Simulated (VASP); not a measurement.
LiBe16 (a cell with a defect): single point with r2SCAN+D3(BJ)

The system is LiBe16 (a cell with a defect).

```
Be Li
1.0
    -2.29000   -3.96640    0.00000
     3.43500   -1.98320    0.00000
     0.00000    0.00000    7.17686
Be Li
16 1
Cartesian
  -0.4265 -3.8615 -0.3830
  0.5050 -3.2712 1.0590
  0.0244 -3.7637 3.2484
  -0.0523 -2.4640 5.3777
  -1.2164 -1.7443 0.3607
  3.3181 -3.8310 2.2375
  -1.2944 -1.6528 3.7302
  2.2286 -2.7543 5.6350
  0.9405 -1.6716 -0.3428
  1.2558 -0.5018 1.7060
  1.3105 -1.5056 3.6477
  0.7115 -0.3406 5.2246
  -0.0734 0.1402 -0.1811
  1.4344 -4.7374 1.7743
  -0.1723 0.3406 3.5378
  1.0173 -4.5469 5.2771
  1.8856 -2.3192 2.1198
```

```json
{
  "Program": "VASP 6.6.1",
  "Task": "single point",
  "Functional": "r2SCAN",
  "Dispersion": "D3(BJ)",
  "Potentials or basis": "VASP PAW PBE potentials, release 64 (Be, Li_sv)",
  "Cutoff": "520 eV",
  "k mesh": "2 × 3 × 2",
  "Occupations": "fermi-dirac, width 0.1 eV",
  "Spin": "no spin polarisation"
}
```

| Quantity | Value |
| --- | --- |
| Largest force | 3.466 eV/Å |
| Band gap on the k mesh | zero (an odd number of electrons rules out a gap without spin polarisation) |
| Dispersion energy per atom | -0.174 eV |

Forces in eV/Å, atoms in the order of the input:
```
Be   1.043 -0.042 -0.980
Be  -1.473  1.393  0.958
Be   0.358  1.388  0.351
Be  -0.653 -0.830 -2.064
Be   1.792 -0.567 -1.741
Be  -0.723 -0.214 -0.724
Be  -0.064 -0.313  1.660
Be  -1.057  1.037 -1.081
Be   0.280 -1.052  2.230
Be  -0.499  0.613 -1.490
Be  -2.463 -0.171  2.262
Be   2.304 -0.901 -0.153
Be  -1.295  0.979  1.917
Be   0.005  0.394  1.114
Be   1.767 -1.624 -0.076
Be  -1.271  1.350  0.294
Li   1.951 -1.442 -2.476
```

Levels at points of the mesh, in eV from the Fermi level:
```tsv
k point	band 13	band 14	band 15	band 16	band 17	band 18	band 19	band 20	band 21	band 22
(0.00, 0.00, 0.00)	-3.63	-3.38	-3.13	-1.69	-1.30	0.17	0.39	1.05	1.24	1.86
(0.50, 0.00, 0.00)	-2.54	-2.46	-1.92	-1.56	-1.16	-0.60	-0.08	0.27	0.53	0.92
(0.00, 0.00, 0.50)	-3.31	-2.34	-2.25	-1.58	-1.41	-0.45	0.29	1.08	1.62	2.08
(0.50, 0.00, 0.50)	-2.86	-2.62	-2.37	-1.50	-1.24	0.14	0.32	0.41	1.22	1.88
```

Wall time 97 s on 1 thread of Intel(R) Xeon(R) 6975P-C (Granite Rapids), with other jobs on the host, peak memory 0.26 GiB.

Caveat: the k points lie up to 0.69 Å⁻¹ apart, too coarse for converged energies and pressures of a metal; the atoms stand as in a frame of molecular dynamics; the PAW data sets were made with another functional, which shifts forces and pressure a little.
